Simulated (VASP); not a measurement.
# Al (P2_1/m) in VASP: further runs, part 2 of 2

VASP 6.6.1.

## 3. Single point, PBEsol+D3(BJ) (atom 1 (Al) moved by (-0.600, -0.300) A along x and y)

Contents of INCAR:

```
ALGO = Fast
EDIFF = 1E-6
ENCUT = 520
GGA = PS
ISIF = 2
ISMEAR = 0
IVDW = 12
LASPH = T
LCHARG = F
LREAL = F
LWAVE = F
NBANDS = 10
NELM = 60
PREC = Accurate
SIGMA = 0.15
```

Contents of KPOINTS:

```
k-points
0
Gamma
  18 18 10
```

Contents of POSCAR:

```
Al
1.0
    2.8124553515      0.0000000000      0.0000000000
   -1.4062276757      2.4356577814      0.0000000000
    0.0000000000      0.0000000000      4.8668500000
Al
2
Direct
    0.3917449402      0.2101633206      0.7500000000
    0.3333333333      0.6666666667      0.2500000000
```

Potentials or basis: VASP PAW PBE potentials, release 64 (Al).

Run with:

```console
> cat potpaw_PBE.64/Al/POTCAR > POTCAR
> mpirun -np 1 vasp_std > vasp.out
```

OUTCAR:

```text
EDIFF = 1E-6
   ENCUT = 520
   GGA = PS
   ISIF = 2
   ISMEAR = 0
   IVDW = 12
   LASPH = T
   LREAL = F
   NELM = 60
   PREC = Accurate
 IVDW          = 12

 ion  position               nearest neighbor table
   1  0.392  0.210  0.750-   2 2.79   2 2.79   2 2.83   2 2.83   2 3.34   2 3.34
   2  0.333  0.667  0.250-   1 2.79   1 2.79   1 2.83   1 2.83   1 3.34   1 3.34

  LATTYP: Found a hexagonal cell.
 ALAT       =     2.8124553515
 C/A-ratio  =     1.7304630267

  Lattice vectors:

 A1 = (   2.8124553515,   0.0000000000,   0.0000000000)
 A2 = (  -1.4062276757,   2.4356577814,   0.0000000000)
 A3 = (   0.0000000000,   0.0000000000,   4.8668500000)

Analysis of symmetry for initial positions (statically):
=====================================================================
 Subroutine PRICEL returns:
 Original cell was already a primitive cell.

 Routine SETGRP: Setting up the symmetry group for a
 hexagonal supercell.

 Subroutine GETGRP returns: Found  4 space group operations
 (whereof  1 operations were pure point group operations)
 out of a pool of 24 trial point group operations.

The static configuration has the point symmetry C_1 .
 The point group associated with its full space group is C_2h.

Analysis of symmetry for dynamics (positions and initial velocities):
=====================================================================
 Subroutine PRICEL returns:
 Original cell was already a primitive cell.

 Routine SETGRP: Setting up the symmetry group for a
 hexagonal supercell.

 Subroutine GETGRP returns: Found  4 space group operations
 (whereof  1 operations were pure point group operations)
 out of a pool of 24 trial point group operations.

The dynamic configuration has the point symmetry C_1 .
 The point group associated with its full space group is C_2h.

 Subroutine INISYM returns: Found  4 space group operations
 (whereof  1 operations are pure point group operations),
 and found     1 'primitive' translations

[... 123 lines left out ...]
   LEPSILON=     F    determine dielectric tensor
   LRPA    =     F    only Hartree local field effects (RPA)
 non-spin polarized calculation
 RMM-DIIS sequential band-by-band and
 Gauss-broadening in eV      SIGMA  =   0.15
  energy-cutoff  :      520.00
  volume of cell :       33.34
 maximum number of plane-waves:       920
 NGX is ok and might be reduce to    24
   NGX = 11   NGY = 11   NGZ = 19

 number of electron       6.0000000 magnetization

 Free energy of the ion-electron system (eV)
  ---------------------------------------------------
  ext. energy  EPLUGINS =         0.00000000
  ---------------------------------------------------
  free energy    TOTEN  =        -8.03858214 eV

  energy without entropy =       -8.02960244  energy(sigma->0) =       -8.03409229

 E-fermi :   7.7904     XC(G=0): -10.2161

 val. band max:        7.7795947056   @ k =   0.5000   0.3889   0.0000
 cond. band min:       7.7940902791   @ k =   0.1111   0.1111   0.3000
 fundamental gap:      0.0144955734
 Fermi energy:         7.7904432128

 k-point     1 :       0.0000    0.0000    0.0000
  band No.  band energies     occupation
      1      -3.2259      2.00000
      2       2.7809      2.00000
      3       2.9911      2.00000
      4      18.1933      0.00000
      5      19.1508      0.00000
      6      19.5383      0.00000
      7      19.9839      0.00000
      8      20.2296      0.00000
      9      20.6466      0.00000
     10      20.8792      0.00000
[... 287 lines left out ...]
 k-point    24 :       0.0000    0.4444    0.0000
  band No.  band energies     occupation
      1       1.6103      2.00000
      2       4.2089      2.00000
      3       7.5832      1.94931
      4       7.6862      1.67443
      5      10.1529      0.00000
      6      10.1726      0.00000
      7      14.4844      0.00000
      8      14.8107      0.00000
      9      20.1290      0.00000
     10      20.4938      0.00000

 [... further k-points ...]

------------------------ aborting loop because EDIFF is reached ----------------------------------------

 Edisp (eV)   -0.62813

 E8    (eV) :    -0.4229

  FORCE on cell =-STRESS in cart. coord.  units (eV):
  Direction    XX          YY          ZZ          XY          YZ          ZX
  --------------------------------------------------------------------------------------
  -------------------------------------------------------------------------------------
  Total      -0.69137    -0.70541    -0.58335     0.00999     0.00000     0.00000
  in kB     -33.22533   -33.90010   -28.03432     0.47988     0.00000     0.00000
  external pressure =      -31.72 kB  Pullay stress =        0.00 kB

 VOLUME and BASIS-vectors are now :
 -----------------------------------------------------------------------------
  energy-cutoff  :      520.00
  volume of cell :       33.34
      direct lattice vectors                 reciprocal lattice vectors
     2.812455352  0.000000000  0.000000000     0.355561200  0.205283355  0.000000000
    -1.406227676  2.435657781  0.000000000     0.000000000  0.410566709  0.000000000
     0.000000000  0.000000000  4.866850000     0.000000000  0.000000000  0.205471712

 POSITION                                       TOTAL-FORCE (eV/Angst)
 -----------------------------------------------------------------------------------
      0.80623      0.51189      3.65014         0.092882     -0.021049      0.000000
     -0.00000      1.62377      1.21671        -0.092882      0.021049     -0.000000
 -----------------------------------------------------------------------------------
    total drift:                               -0.000001      0.000000     -0.000000

  FREE ENERGIE OF THE ION-ELECTRON SYSTEM (eV)
  ---------------------------------------------------
  free  energy   TOTEN  =        -8.6667095957 eV

  energy  without entropy=       -8.6577298988  energy(sigma->0) =       -8.66221975
```

OSZICAR:

```text
N       E                     dE             d eps       ncg     rms          rms(c)
DAV:   1    -0.960066980336E+00   -0.96007E+00   -0.22913E+03 19688   0.471E+02
DAV:   2    -0.793910052452E+01   -0.69790E+01   -0.67448E+01 25356   0.533E+01
DAV:   3    -0.809416077560E+01   -0.15506E+00   -0.15366E+00 25934   0.647E+00
DAV:   4    -0.809481430199E+01   -0.65353E-03   -0.65347E-03 23242   0.471E-01
DAV:   5    -0.809481995321E+01   -0.56512E-05   -0.56516E-05 23804   0.449E-02    0.193E+00
RMM:   6    -0.806096066688E+01    0.33859E-01   -0.34991E-03 19899   0.306E-01    0.111E+00
RMM:   7    -0.803864183102E+01    0.22319E-01   -0.93365E-03 20648   0.492E-01    0.155E-01
RMM:   8    -0.803857774292E+01    0.64088E-04   -0.47655E-04 21516   0.139E-01    0.245E-02
RMM:   9    -0.803858497250E+01   -0.72296E-05   -0.72268E-05 22711   0.612E-02    0.242E-02
RMM:  10    -0.803858726565E+01   -0.22932E-05   -0.10107E-05 22995   0.218E-02    0.782E-02
RMM:  11    -0.803858295933E+01    0.43063E-05   -0.21029E-06 21466   0.816E-03    0.334E-02
RMM:  12    -0.803858213759E+01    0.82174E-06   -0.49447E-07 15727   0.496E-03
   1 F= -.86667096E+01 E0= -.86622197E+01  d E =-.897970E-02
```

It took 82 s on 1 thread of Intel Xeon Platinum 8559C (Emerald Rapids), shared host; peak memory 0.37 GiB.

What came out:

| Property | Result |
| --- | --- |
| Free energy | -8.6667 eV |
| Pressure | -3.2 GPa |
| Largest force | 0.095 eV/Å |
| Band gap on the k mesh | zero (band 3 reaches 11.52 eV, above the bottom of band 4 at 4.46 eV) |
| Dispersion energy per atom | -0.314 eV |

Forces on the atoms (eV/Å):
```
Al   0.093 -0.021  0.000
Al  -0.093  0.021  0.000
```

Caveat: the cell differs from its parent crystal (atom 1 (Al) moved by (-0.600, -0.300) A along x and y); the PAW data sets were made with another functional, which shifts forces and pressure a little; pairwise dispersion overbinds metals, which lowers pressure and volume.
